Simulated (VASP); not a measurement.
# Na (C2/m) in VASP: notebook, part 2 of 2

VASP 6.6.1.

### Step 3. Single point, PBEsol (strained)

INCAR reads:

```
SYSTEM = Na
PREC = Accurate
ENCUT = 520
EDIFF = 1E-7
ISMEAR = 0
SIGMA = 0.1
LREAL = .FALSE.
LASPH = .TRUE.
NELM = 100
ALGO = Fast
ISIF = 2
LWAVE = .FALSE.
LCHARG = .TRUE.
GGA = PS
LELF = .TRUE.
LVHAR = .TRUE.
NBANDS = 18
```

KPOINTS reads:

```
Automatic mesh
0
G
  14 14 6
  0 0 0
```

POSCAR reads:

```
Na
1.0
    3.1082646157     -1.7740097262     -0.1192990543
    3.1082646157      1.7740097262     -0.1192990543
   -2.4638244872      0.0000000000      9.9511417737
Na
3
Direct
    0.0000000000      0.0000000000      0.0000000000
    0.2361329255      0.2361329255      0.6596109823
    0.7638670745      0.7638670745      0.3403890177
```

Potentials or basis: VASP PAW PBE potentials, release 64 (Na_pv).

Run with:

```bash
$ cat potpaw_PBE.64/Na_pv/POTCAR > POTCAR
$ mpirun -np 1 vasp_std > vasp.out
```

OUTCAR:

```text
SYSTEM = Na
   PREC = Accurate
   ENCUT = 520
   EDIFF = 1E-7
   ISMEAR = 0
   LREAL = .FALSE.
   LASPH = .TRUE.
   NELM = 100
   ISIF = 2
   GGA = PS

 ion  position               nearest neighbor table
   1  0.000  0.000  0.000-
   2  0.236  0.236  0.660-
   3  0.764  0.764  0.340-

  LATTYP: Found a base centered monoclinic cell.
 ALAT       =     6.2211063921
 B/A-ratio  =     0.5703196873
 C/A-ratio  =     1.6478768373
 COS(beta)  =    -0.2773872517

  Lattice vectors:

 A1 = (   3.1082646157,  -1.7740097262,  -0.1192990543)
 A2 = (   3.1082646157,   1.7740097262,  -0.1192990543)
 A3 = (  -2.4638244872,   0.0000000000,   9.9511417737)

Analysis of symmetry for initial positions (statically):
=====================================================================
 Subroutine PRICEL returns:
 Original cell was already a primitive cell.

 Routine SETGRP: Setting up the symmetry group for a
 base centered monoclinic supercell.

 Subroutine GETGRP returns: Found  4 space group operations
 (whereof  4 operations were pure point group operations)
 out of a pool of  4 trial point group operations.

The static configuration has the point symmetry C_2h.

Analysis of symmetry for dynamics (positions and initial velocities):
=====================================================================
 Subroutine PRICEL returns:
 Original cell was already a primitive cell.

 Routine SETGRP: Setting up the symmetry group for a
 base centered monoclinic supercell.

 Subroutine GETGRP returns: Found  4 space group operations
 (whereof  4 operations were pure point group operations)
 out of a pool of  4 trial point group operations.

The dynamic configuration has the point symmetry C_2h.

[... 113 lines left out ...]
   EMIN   =  10.00;   EMAX   =-10.00  energy-range for DOS
   EFERMI =   0.00;   METHOD = LEGACY
   ISMEAR =     0;   SIGMA  =   0.10  broadening in eV -4-tet -1-fermi 0-gaus
   EFERMI_NEDOS =   21; number of points for ismear=-14 and -15
   IALGO  =     68    algorithm
   IMIX   =      4    mixing-type and parameters
     AMIX     =   0.40;   BMIX     =  1.00
     AMIX_MAG =   1.60;   BMIX_MAG =  1.00
  volume/ion in A,a.u.               =      36.23       244.51
  Fermi-wavevector in a.u.,A,eV,Ry     =   0.946392  1.788422 12.186174  0.895659
  Thomas-Fermi vector in A             =   2.074386
   LORBIT       =      0    0 simple, 1 ext, 2 COOP (PROOUT), +10 PAW based schemes
   GGA     = PS    functional components
   LHFCALC =     F    Hartree Fock is set to
   AEXX    =    0.0000 exact exchange contribution
   IVDW    =     0    specifies the selected vdW correction
   LEPSILON=     F    determine dielectric tensor
   LRPA    =     F    only Hartree local field effects (RPA)
 non-spin polarized calculation
 RMM-DIIS sequential band-by-band and
 Gauss-broadening in eV      SIGMA  =   0.10
  energy-cutoff  :      520.00
  volume of cell :      108.70
 maximum number of plane-waves:      2962
   NGX = 13   NGY = 13   NGZ = 39

 number of electron      20.9999998 magnetization

 Free energy of the ion-electron system (eV)
  ---------------------------------------------------
  ext. energy  EPLUGINS =         0.00000000
  ---------------------------------------------------
  free energy    TOTEN  =        -4.15006768 eV

  energy without entropy =       -4.14306434  energy(sigma->0) =       -4.14656601

 E-fermi :   0.3671     XC(G=0):  -6.5593

 val. band max:        0.3535612604   @ k =   0.2143   0.1429   0.1667
 cond. band min:       0.3683474446   @ k =   0.4286   0.0714   0.5000
 fundamental gap:      0.0147861841
 Fermi energy:         0.3671136550

 k-point     1 :       0.0000    0.0000    0.0000
  band No.  band energies     occupation
      1     -24.4508      2.00000
      2     -24.4408      2.00000
      3     -24.4383      2.00000
      4     -24.4211      2.00000
      5     -24.4019      2.00000
      6     -24.4015      2.00000
[... 481 lines left out ...]
      5     -24.4209      2.00000
      6     -24.4134      2.00000
[... 10 lines left out ...]
     17       7.1901      0.00000
     18       8.2527      0.00000

 [... further k-points ...]

------------------------ aborting loop because EDIFF is reached ----------------------------------------

  FORCE on cell =-STRESS in cart. coord.  units (eV):
  Direction    XX          YY          ZZ          XY          YZ          ZX
  --------------------------------------------------------------------------------------
  -------------------------------------------------------------------------------------
  Total        0.3600811      0.5980257     -0.6944331      0.0000000      0.0000000      0.0413335
  in kB        5.3073874      8.8145532    -10.2355438      0.0000000      0.0000000      0.6092326
  external PRESSURE =       1.2954656 kB  Pullay stress =       0.0000000 kB

 VOLUME and BASIS-vectors are now :
 -----------------------------------------------------------------------------
  energy-cutoff  :      520.00
  volume of cell :      108.70
      direct lattice vectors                 reciprocal lattice vectors
     3.108264616 -1.774009726 -0.119299054     0.162404780 -0.281847384  0.040210147
     3.108264616  1.774009726 -0.119299054     0.162404780  0.281847384  0.040210147
    -2.463824487  0.000000000  9.951141774     0.003893973  0.000000000  0.101455098

 POSITION                                       TOTAL-FORCE (eV/Angst)
 -----------------------------------------------------------------------------------
      0.00000      0.00000      0.00000        -0.000000      0.000000      0.000000
     -0.15724      0.00000      6.50754        -0.005887      0.000000      0.052697
      3.90994      0.00000      3.20500         0.005887      0.000000     -0.052697
 -----------------------------------------------------------------------------------
    total drift:                                0.000000     -0.000000      0.000000

  FREE ENERGIE OF THE ION-ELECTRON SYSTEM (eV)
  ---------------------------------------------------
  free  energy   TOTEN  =        -4.1500676816 eV

  energy  without entropy=       -4.1430643419  energy(sigma->0) =       -4.14656601
```

Wall time 3.7 min (1 thread of Intel Xeon 6975P-C (Granite Rapids), shared host); peak memory 0.56 GiB.

What came out:

- Free energy: -4.1501 eV
- Pressure: 0.1 GPa
- Largest force: 0.053 eV/Å
- Band gap on the k mesh: zero (an odd number of electrons rules out a gap without spin polarisation)

Forces on the atoms (eV/Å):
```
Na   0.000  0.000  0.000
Na  -0.006  0.000  0.053
Na   0.006  0.000 -0.053
```

Levels at points of the mesh, in eV from the Fermi level:
```
           k point  band 8  band 9  band 10  band 11  band 12  band 13  band 14  band 15
(0.00, 0.00, 0.00)  -24.77  -24.77    -3.33    -1.78    -1.70     2.78     2.83     9.51
(0.50, 0.00, 0.00)  -24.78  -24.77     0.60     0.76     1.27     1.80     2.86     2.97
(0.50, 0.50, 0.00)  -24.77  -24.77     0.72     0.79     0.98     1.27     3.61     3.63
(0.00, 0.00, 0.50)  -24.77  -24.77    -2.97    -2.88     0.08     0.30     6.06     6.06
(0.50, 0.00, 0.50)  -24.77  -24.77     0.64     0.77     1.19     1.71     2.99     3.13
(0.50, 0.50, 0.50)  -24.78  -24.77     0.44     0.65     1.66     2.06     2.25     2.36
```

Caveat: the cell differs from its parent crystal (strained); the PAW data sets were made with another functional, which shifts forces and pressure a little.

### Step 4. Single point, PBEsol (biaxial strain in the a-b plane: +2.0 %, then relaxed in part)

INCAR, as its differences from that of step 3:

```diff
@@ -8,3 +8,3 @@
 LASPH = .TRUE.
-NELM = 100
+NELM = 60
 ALGO = Fast
@@ -16,2 +16,2 @@
 LVHAR = .TRUE.
-NBANDS = 18
+NBANDS = 30
```

KPOINTS reads:

```
Automatic mesh
0
G
  6 10 4
  0 0 0
```

POSCAR reads:

```
Na
1.0
    6.5355442648      0.0000000000      0.0144824720
    0.0000000000      3.8163451007      0.0000000000
   -2.4391856760      0.0000000000      9.0339121540
Na
6
Direct
    0.0000000000      0.0000000000      0.0000000000
    0.7260569528      0.5000000000      0.6666542314
    0.7739430472      0.0000000000      0.3333457686
    0.5000000000      0.5000000000      0.0000000000
    0.2260569528      0.0000000000      0.6666542314
    0.2739430472      0.5000000000      0.3333457686
```

Run with:

```bash
$ cat potpaw_PBE.64/Na_pv/POTCAR > POTCAR
$ mpirun -np 1 vasp_std > vasp.out
```

Wall time 14 min (1 thread of Intel Xeon 8259CL, shared host); peak memory 0.54 GiB.

It converged, with:

| Item | Value |
| --- | --- |
| Free energy | -8.4111 eV |
| Pressure | -0.3 GPa |
| Band gap on the k mesh | zero (bands 21 and 22 overlap by 2.59 eV) |

Stress tensor (GPa, compression positive):
```
-0.45  0.00  0.00
 0.00 -0.31  0.00
 0.00  0.00 -0.01
```

Levels at points of the mesh, in eV from the Fermi level:
```
           k point  band 19  band 20  band 21  band 22  band 23  band 24
(0.00, 0.00, 0.00)    -3.26    -1.39    -1.39     0.45     0.54     0.81
(0.50, 0.00, 0.00)    -2.29    -2.29    -1.13    -1.13     0.20     0.20
(0.00, 0.50, 0.00)    -0.66    -0.66     1.10     1.10     1.11     1.11
(0.50, 0.50, 0.00)     0.21     0.21     0.31     0.31     1.17     1.17
(0.00, 0.00, 0.50)    -2.79    -2.79     0.23     0.34     0.66     1.11
(0.50, 0.00, 0.50)    -2.17    -2.17    -1.49    -1.49     0.77     0.77
(0.00, 0.50, 0.50)    -0.21    -0.21    -0.21    -0.21     2.60     2.60
(0.50, 0.50, 0.50)     0.33     0.33     0.41     0.41     0.86     0.86
```

Caveat: the cell differs from its parent crystal (biaxial strain in the a-b plane: +2.0 %, then relaxed in part); the PAW data sets were made with another functional, which shifts forces and pressure a little.

### Step 5. The runs side by side

```csv
cell,k mesh,gap on the mesh (eV),pressure (GPa)
"a = 6.374, b = 3.742, c = 9.604 Å, angles 90.0, 105.2, 90.0°, 6 atoms, atomic positions A",6 × 10 × 4,none,-0.1
"a = 3.581, b = 3.581, c = 10.252 Å, angles 103.9, 103.9, 59.4°, 3 atoms, atomic positions B",14 × 14 × 6,none,0.1
"a = 6.536, b = 3.816, c = 9.357 Å, angles 90.0, 105.0, 90.0°, 6 atoms, atomic positions A",6 × 10 × 4,none,-0.3
```

Alike in all rows: task single point; level PBEsol; potentials or basis VASP PAW PBE potentials, release 64 (Na_pv); no spin polarisation; cutoff (eV) 520; smearing gaussian 0.1 eV.

Caveats: the PAW data sets were made with another functional, which shifts forces and pressure a little.

Absolute energies hang on the potentials; compare differences alone.
